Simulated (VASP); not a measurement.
Crystal: HfO2.

```
CELL_PARAMETERS angstrom
5.15190 0.00000 0.00000
0.00000 5.22004 0.00000
-0.86435 0.00000 5.24840
ATOMIC_POSITIONS crystal
Hf 0.27550 0.46030 0.70800
Hf 0.72450 0.96030 0.79200
Hf 0.72450 0.53970 0.29200
Hf 0.27550 0.03970 0.20800
O 0.07420 0.16840 0.84670
O 0.92580 0.66840 0.65330
O 0.92580 0.83160 0.15330
O 0.07420 0.33160 0.34670
O 0.44870 0.74190 0.98010
O 0.55130 0.24190 0.51990
O 0.55130 0.25810 0.01990
O 0.44870 0.75810 0.48010
```

Base run:

```yaml
Program: VASP 6.6.1
Functional: RPBE
Dispersion: D4
Potentials_or_basis: VASP PAW PBE potentials, release 64 (Hf_pv, O)
Cutoff: 520 eV
k_mesh: 5 × 5 × 5
Occupations: fermi-dirac, width 0.05 eV
Spin: no spin polarisation
```

Its results: band gap on the k mesh 4.18 eV (least direct gap 4.25 eV); pressure -4.3 GPa; largest force 0.416 eV/Å.

Task: The run is repeated on the same cell with these changes: functional from RPBE to PBEsol; dispersion from D4 to none. What comes out?

Result: Band gap on the k mesh 3.99 eV (least direct gap 4.07 eV); pressure -9.1 GPa; largest force 0.390 eV/Å.

Several settings changed at once.

Caveats: the cell stands under tension; the PAW data sets were made with another functional, which shifts forces and pressure a little; spin-orbit coupling is left out, which moves the levels of the heavy elements.

A k mesh can miss the band edges.
